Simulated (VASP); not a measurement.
Crystal: Al4Te.

```
Al Te
1.0
    -3.17481    3.17481    3.17481
     3.17481   -3.17481    3.17481
     3.17481    3.17481   -3.17481
Al Te
4 1
Direct
  0.50000 0.50000 0.50000
  0.50000 0.00000 0.00000
  0.00000 0.00000 0.50000
  0.00000 0.50000 0.00000
  0.00000 0.00000 0.00000
```

The cell was generated, and may not be a known phase.

- Program: VASP 6.6.1
- Task: relaxation of cell and atoms
- Functional: PBE
- Potentials or basis: VASP PAW PBE potentials, release 64 (Al, Te)
- Cutoff: 600 eV
- k mesh: 8 × 8 × 8
- Occupations: gaussian, width 0.1 eV
- Spin: no spin polarisation

At the start: pressure 2.1 GPa; volume 25.60 Å³/atom.

**Question.** How do energy, volume and symmetry change on relaxing?

**Answer.** Over 3 steps the energy falls by 8.7 meV/atom and the volume is 27.01 Å³/atom (+5.5 %); space group Im-3m (No. 229, to 0.1 Å) before and after.

Step by step:
```
step  energy change (eV)  largest force (eV/Å)  pressure (GPa)  volume (Å³)
   1              0.0000                0.0000            2.12       128.00
   2             -0.0434                0.0000            0.16       134.38
   3             -0.0437                0.0000            0.00       135.03
```

Final structure:
```yaml
crystal:
  lattice:
    - [-3.23188, 3.23188, 3.23188]
    - [3.23188, -3.23188, 3.23188]
    - [3.23188, 3.23188, -3.23188]
  atoms:
    - { symbol: Al, position: [0.50000, 0.50000, 0.50000] }
    - { symbol: Al, position: [0.50000, 0.00000, 0.00000] }
    - { symbol: Al, position: [0.00000, 0.00000, 0.50000] }
    - { symbol: Al, position: [0.00000, 0.50000, 0.00000] }
    - { symbol: Te, position: [0.00000, 0.00000, 0.00000] }
```
